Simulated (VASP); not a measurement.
# Ti (P6/mmm) in VASP: notebook

Aim: see how the results for Ti move with the level of theory and the settings. Levels: LDA, PBE+U. Tasks: single point.

Everything below comes from runs of VASP 6.6.1. Logs are shortened: lines on timing, memory, paths and dates and some standing lists are left out, and cuts for length are marked.

**1. The cell of the first run**

It takes space group P6/mmm (No. 191, hexagonal). Conventional cell: a = 4.463 Å, b = 4.463 Å, c = 2.762 Å, α = 90.00°, β = 90.00°, γ = 120.00°. Ti (site symmetry 6/mmm) has 14 Ti at 2.76 to 2.92 Å within 3.6 Å. Ti (site symmetry -6m2) has 11 Ti at 2.58 to 2.92 Å within 3.4 Å.

This isn't the form of Ti at room conditions, which is hcp.

**2. Single point, LDA**

File INCAR:

```
PREC = Accurate ; ENCUT = 520
EDIFF = 1E-7 ; ISMEAR = -1
SIGMA = 0.008617333262145177 ; LREAL = F
LASPH = T ; NELM = 100
ALGO = Normal ; ISIF = 2
LWAVE = F ; LCHARG = F
NBANDS = 25
```

File KPOINTS:

```
regular mesh
0
Gamma
  3 3 2
```

File POSCAR:

```
Ti
1.0
    4.4630032409      0.0000000000      0.0000000000
   -2.2315016205      3.8650741838      0.0000000000
    0.0000000000      0.0000000000      2.7616602106
Ti
3
Direct
    0.0000000000      0.0000000000      0.0000000000
    0.3333333333      0.6666666667      0.5000000000
    0.6666666667      0.3333333333      0.5000000000
```

Potentials or basis: VASP PAW LDA potentials, release 64 (Ti_sv).

The run is started by

```sh
$ cat potpaw_LDA.64/Ti_sv/POTCAR > POTCAR
$ mpirun -np 1 vasp_std > vasp.out
```

OUTCAR:

```text
PREC = Accurate
   ENCUT = 520
   EDIFF = 1E-7
   ISMEAR = -1
   LREAL = F
   LASPH = T
   NELM = 100
   ISIF = 2

 ion  position               nearest neighbor table
   1  0.000  0.000  0.000-
   2  0.333  0.667  0.500-   3 2.58   3 2.58   3 2.58
   3  0.667  0.333  0.500-   2 2.58   2 2.58   2 2.58

  LATTYP: Found a hexagonal cell.
 ALAT       =     4.4630032409
 C/A-ratio  =     0.6187896494

  Lattice vectors:

 A1 = (   4.4630032409,   0.0000000000,   0.0000000000)
 A2 = (  -2.2315016205,   3.8650741838,   0.0000000000)
 A3 = (   0.0000000000,   0.0000000000,   2.7616602106)

Analysis of symmetry for initial positions (statically):
=====================================================================
 Subroutine PRICEL returns:
 Original cell was already a primitive cell.

 Routine SETGRP: Setting up the symmetry group for a
 hexagonal supercell.

 Subroutine GETGRP returns: Found 24 space group operations
 (whereof 24 operations were pure point group operations)
 out of a pool of 24 trial point group operations.

The static configuration has the point symmetry D_6h.

Analysis of symmetry for dynamics (positions and initial velocities):
=====================================================================
 Subroutine PRICEL returns:
 Original cell was already a primitive cell.

 Routine SETGRP: Setting up the symmetry group for a
 hexagonal supercell.

 Subroutine GETGRP returns: Found 24 space group operations
 (whereof 24 operations were pure point group operations)
 out of a pool of 24 trial point group operations.

The dynamic configuration has the point symmetry D_6h.

 Subroutine INISYM returns: Found 24 space group operations
 (whereof 24 operations are pure point group operations),
 and found     1 'primitive' translations

----------------------------------------------------------------------------------------

                                     Primitive cell

  volume of cell :      47.6382

  direct lattice vectors                    reciprocal lattice vectors
     4.463003241  0.000000000  0.000000000     0.224064368  0.129363623  0.000000000
    -2.231501621  3.865074184  0.000000000     0.000000000  0.258727246  0.000000000
     0.000000000  0.000000000  2.761660211     0.000000000  0.000000000  0.362101028

  length of vectors
     4.463003241  4.463003241  2.761660211     0.258727246  0.258727246  0.362101028

  position of ions in fractional coordinates (direct lattice)
     0.000000000  0.000000000  0.000000000
     0.333333333  0.666666667  0.500000000
     0.666666667  0.333333333  0.500000000

  ion indices of the primitive-cell ions
   primitive index   ion index
                 1           1
                 2           2
                 3           3

----------------------------------------------------------------------------------------

 KPOINTS: regular mesh

Automatic generation of k-mesh.
 Grid dimensions read from file:
 generate k-points for:    3    3    2

 Generating k-lattice:

  Cartesian coordinates                     Fractional coordinates (reciprocal lattice)
     0.074688123  0.043121208  0.000000000     0.333333333 -0.000000000  0.000000000
     0.000000000  0.086242415  0.000000000     0.000000000  0.333333333  0.000000000
     0.000000000  0.000000000  0.181050514     0.000000000  0.000000000  0.500000000

  Length of vectors
     0.086242415  0.086242415  0.181050514

  Shift w.r.t. Gamma in fractional coordinates (k-lattice)
     0.000000000  0.000000000  0.000000000

 Subroutine IBZKPT returns following result:
 ===========================================

 Found      6 irreducible k-points:

 Following reciprocal coordinates:
            Coordinates               Weight
  0.000000  0.000000  0.000000      1.000000
  0.333333  0.000000  0.000000      6.000000
  0.333333  0.333333  0.000000      2.000000
  0.000000  0.000000  0.500000      1.000000
  0.333333  0.000000  0.500000      6.000000
  0.333333  0.333333  0.500000      2.000000
   k-points           NKPTS =      6   k-points in BZ     NKDIM =      6   number of bands    NBANDS=     25
   number of dos      NEDOS =    301   number of ions     NIONS =      3
   total plane-waves  NPLWV =  31104
   dimension x,y,z NGX =    36 NGY =   36 NGZ =   24
   dimension x,y,z NGXF=    72 NGYF=   72 NGZF=   48
   ions per type =               3
   NGX,Y,Z   is equivalent  to a cutoff of  13.41, 13.41, 14.45 a.u.
   NGXF,Y,Z  is equivalent  to a cutoff of  26.82, 26.82, 28.89 a.u.
 SYSTEM =  unknown system
   PREC   = accura    normal or accurate (medium, high low for compatibility)
   ISTART =      0    job   : 0-new  1-cont  2-samecut
   ICHARG =      2    charge: 1-file 2-atom 10-const
   ISPIN  =      1    spin polarized calculation?
   LNONCOLLINEAR =      F non collinear calculations
   LSORBIT =      F    spin-orbit coupling
   LASPH  =      T    aspherical Exc in radial PAW
   ENCUT  =  520.0 eV  38.22 Ry    6.18 a.u.   8.30  8.30  5.13*2*pi/ulx,y,z
   NELM   =    100;   NELMIN=  2; NELMDL= -5     # of ELM steps
   EDIFF  = 0.1E-06   stopping-criterion for ELM
   LREAL  =      F    real-space projection
   EDIFFG = 0.1E-05   stopping-criterion for IOM
   NSW    =      0    number of steps for IOM
   IBRION =     -1    ionic relax: 0-MD 1-quasi-New 2-CG
   NFREE  =      0    steps in history (QN), initial steepest desc. (CG)
   ISIF   =      2    stress and relaxation
   ISYM   =      2    0-nonsym 1-usesym 2-fastsym
   POTIM  = 0.5000    time-step for ionic-motion
   TEBEG  =    0.0;   TEEND  =   0.0 temperature during run
   PSTRESS=    0.0 pullay stress
   NELECT =      36.0000    total number of electrons
   NUPDOWN=      -1.0000    fix difference up-down
   EMIN   =  10.00;   EMAX   =-10.00  energy-range for DOS
   EFERMI =   0.00;   METHOD = LEGACY
   ISMEAR =    -1;   SIGMA  =   0.01  broadening in eV -4-tet -1-fermi 0-gaus
   EFERMI_NEDOS =   21; number of points for ismear=-14 and -15
   IALGO  =     38    algorithm
   IMIX   =      4    mixing-type and parameters
     AMIX     =   0.40;   BMIX     =  1.00
     AMIX_MAG =   1.60;   BMIX_MAG =  1.00
  volume/ion in A,a.u.               =      15.88       107.16
  Fermi-wavevector in a.u.,A,eV,Ry     =   1.491159  2.817882 30.253298  2.223555
  Thomas-Fermi vector in A             =   2.603849
   LORBIT       =      0    0 simple, 1 ext, 2 COOP (PROOUT), +10 PAW based schemes
   GGA     = CA    functional components
   LHFCALC =     F    Hartree Fock is set to
   AEXX    =    0.0000 exact exchange contribution
   IVDW    =     0    specifies the selected vdW correction
   LEPSILON=     F    determine dielectric tensor
   LRPA    =     F    only Hartree local field effects (RPA)
 non-spin polarized calculation
  energy-cutoff  :      520.00
  volume of cell :       47.64
 maximum number of plane-waves:      1290
 NGX is ok and might be reduce to    36
   NGX = 17   NGY = 17   NGZ = 11

 number of electron      36.0000010 magnetization

 Free energy of the ion-electron system (eV)
  ---------------------------------------------------
  ext. energy  EPLUGINS =         0.00000000
  ---------------------------------------------------
  free energy    TOTEN  =       -26.35253002 eV

  energy without entropy =      -26.34851321  energy(sigma->0) =      -26.35052162

 E-fermi :   9.1524     XC(G=0): -12.2045

 val. band max:        9.1523756234   @ k =   0.3333   0.0000   0.0000
 cond. band min:       9.3675789844   @ k =   0.3333   0.0000   0.0000
 fundamental gap:      0.2152033610
 Fermi energy:         9.1524053879

 k-point     1 :       0.0000    0.0000    0.0000
  band No.  band energies     occupation
      1     -47.0630      2.00000
      2     -46.7164      2.00000
      3     -46.4915      2.00000
      4     -23.8400      2.00000
      5     -23.8400      2.00000
      6     -23.6653      2.00000
[... 17 lines left out ...]
     24      10.9330      0.00000
     25      11.0697      0.00000

 k-point     2 :       0.3333    0.0000    0.0000
  band No.  band energies     occupation
      1     -47.0469      2.00000
      2     -46.6818      2.00000
      3     -46.5444      2.00000
      4     -24.0053      2.00000
      5     -23.8636      2.00000
      6     -23.4935      2.00000
[... 17 lines left out ...]
     24      11.2213      0.00000
     25      11.8967      0.00000

 k-point     3 :       0.3333    0.3333    0.0000
  band No.  band energies     occupation
      1     -47.0401      2.00000
      2     -46.6171      2.00000
      3     -46.6171      2.00000
      4     -23.8688      2.00000
      5     -23.8688      2.00000
      6     -23.7645      2.00000
[... 17 lines left out ...]
     24      10.7321      0.00000
     25      12.0316      0.00000

 k-point     4 :       0.0000    0.0000    0.5000
  band No.  band energies     occupation
      1     -46.9648      2.00000
      2     -46.6591      2.00000
      3     -46.4179      2.00000
      4     -23.7497      2.00000
      5     -23.7046      2.00000
      6     -23.7046      2.00000
[... 17 lines left out ...]
     24      12.1420      0.00000
     25      12.8416      0.00000

 k-point     5 :       0.3333    0.0000    0.5000
  band No.  band energies     occupation
      1     -46.9645      2.00000
      2     -46.6088      2.00000
      3     -46.4696      2.00000
      4     -23.8516      2.00000
      5     -23.8355      2.00000
      6     -23.7059      2.00000
[... 17 lines left out ...]
     24      12.3727      0.00000
     25      12.3973      0.00000

 k-point     6 :       0.3333    0.3333    0.5000
  band No.  band energies     occupation
      1     -46.9644      2.00000
      2     -46.5395      2.00000
      3     -46.5395      2.00000
      4     -23.9554      2.00000
      5     -23.8097      2.00000
      6     -23.8097      2.00000
[... 17 lines left out ...]
     24      12.1976      0.00000
     25      12.5945      0.00000

------------------------ aborting loop because EDIFF is reached ----------------------------------------

  FORCE on cell =-STRESS in cart. coord.  units (eV):
  Direction    XX          YY          ZZ          XY          YZ          ZX
  --------------------------------------------------------------------------------------
  -------------------------------------------------------------------------------------
  Total        1.5737757      1.5737757     -8.2291457     -0.0000000     -0.0000000     -0.0000000
  in kB       52.9295407     52.9295407   -276.7642907     -0.0000000     -0.0000000     -0.0000000
  external PRESSURE =     -56.9684031 kB  Pullay stress =       0.0000000 kB

 VOLUME and BASIS-vectors are now :
 -----------------------------------------------------------------------------
  energy-cutoff  :      520.00
  volume of cell :       47.64
      direct lattice vectors                 reciprocal lattice vectors
     4.463003241  0.000000000  0.000000000     0.224064368  0.129363623  0.000000000
    -2.231501621  3.865074184  0.000000000     0.000000000  0.258727246  0.000000000
     0.000000000  0.000000000  2.761660211     0.000000000  0.000000000  0.362101028

 POSITION                                       TOTAL-FORCE (eV/Angst)
 -----------------------------------------------------------------------------------
      0.00000      0.00000      0.00000        -0.000000      0.000000     -0.000000
     -0.00000      2.57672      1.38083        -0.000000      0.000000      0.000000
      2.23150      1.28836      1.38083         0.000000      0.000000     -0.000000
 -----------------------------------------------------------------------------------
    total drift:                                0.000000      0.000000     -0.000000

  FREE ENERGIE OF THE ION-ELECTRON SYSTEM (eV)
  ---------------------------------------------------
  free  energy   TOTEN  =       -26.3525300230 eV

  energy  without entropy=      -26.3485132107  energy(sigma->0) =      -26.35052162
```

It took 7.3 s on 1 thread of Intel Xeon Platinum 8375C at 2.90GHz (Ice Lake), shared host; peak memory 0.14 GiB.

Results:

```
Free energy            : -26.3525 eV
Pressure               : -5.7 GPa
Band gap on the k mesh : zero (bands 18 and 19 overlap by 0.08 eV)
```

Caveat: the k points lie up to 1.14 Å⁻¹ apart.

**3. Single point, PBE+U**

This run uses another cell than the first one, of 17.02 Å³/atom.

File INCAR:

```
SYSTEM = Ti
ALGO = Fast ; EDIFF = 1E-6
ENCUT = 520 ; GGA = PE
ISIF = 2 ; ISMEAR = 0
LASPH = .True. ; LCHARG = .False.
LDAU = .True. ; LDAUJ = 0
LDAUL = 2 ; LDAUPRINT = 1
LDAUTYPE = 2 ; LDAUU = 1
LMAXMIX = 4 ; LREAL = .False.
LWAVE = .False. ; NBANDS = 25
NELM = 150 ; PREC = Accurate
SIGMA = 0.1
```

File KPOINTS:

```
k-points
0
Gamma
  3 3 2
  0 0 0
```

File POSCAR:

```
Ti
1.0
    4.5673748306      0.0000000000      0.0000000000
   -2.2836874153      3.9554626319      0.0000000000
    0.0000000000      0.0000000000      2.8262442700
Ti
3
Direct
    0.0000000000      0.0000000000      0.0000000000
    0.3333333333      0.6666666667      0.5000000000
    0.6666666667      0.3333333333      0.5000000000
```

Potentials or basis: VASP PAW PBE potentials, release 64 (Ti_sv).

The run is started by

```sh
$ cat potpaw_PBE.64/Ti_sv/POTCAR > POTCAR
$ mpirun -np 1 vasp_std > vasp.out
```

Run time: 25 s. Hardware: 1 thread of Intel Xeon Platinum 8375C at 2.90GHz (Ice Lake), shared host; peak memory 0.17 GiB.

Results (log left out):

| Quantity | Value |
| --- | --- |
| Free energy | -21.6753 eV |
| Pressure | -1.6 GPa |
| Band gap on the k mesh | zero (bands 18 and 19 overlap by 0.13 eV) |

Stress tensor (GPa, compression positive):
```
  6.95   0.00   0.00
  0.00   6.95   0.00
  0.00   0.00 -18.74
```

Levels at points of the mesh, in eV from the Fermi level:
| k point | band 16 | band 17 | band 18 | band 19 | band 20 | band 21 |
| --- | --- | --- | --- | --- | --- | --- |
| (0.00, 0.00, 0.00) | -0.95 | -0.86 | -0.86 | -0.14 | 0.56 | 1.17 |
| (0.00, 0.00, 0.50) | -2.07 | -1.82 | -1.82 | 1.01 | 1.01 | 1.13 |

Eigenvalues of the final occupation matrices:
| site | spin | trace | eigenvalues |
| --- | --- | --- | --- |
| site 1 d | 1 | 0.92 | 0.15 0.15 0.20 0.20 0.23 |
| site 1 d | 2 | 0.92 | 0.15 0.15 0.20 0.20 0.23 |
| site 2 d | 1 | 1.00 | 0.15 0.15 0.22 0.22 0.27 |
| site 2 d | 2 | 1.00 | 0.15 0.15 0.22 0.22 0.27 |
| site 3 d | 1 | 1.00 | 0.15 0.15 0.22 0.22 0.27 |
| site 3 d | 2 | 1.00 | 0.15 0.15 0.22 0.22 0.27 |

Caveat: the k points lie up to 1.11 Å⁻¹ apart; U without spin polarisation on a metal has little footing; the U is typed as a test and isn't derived for this compound.
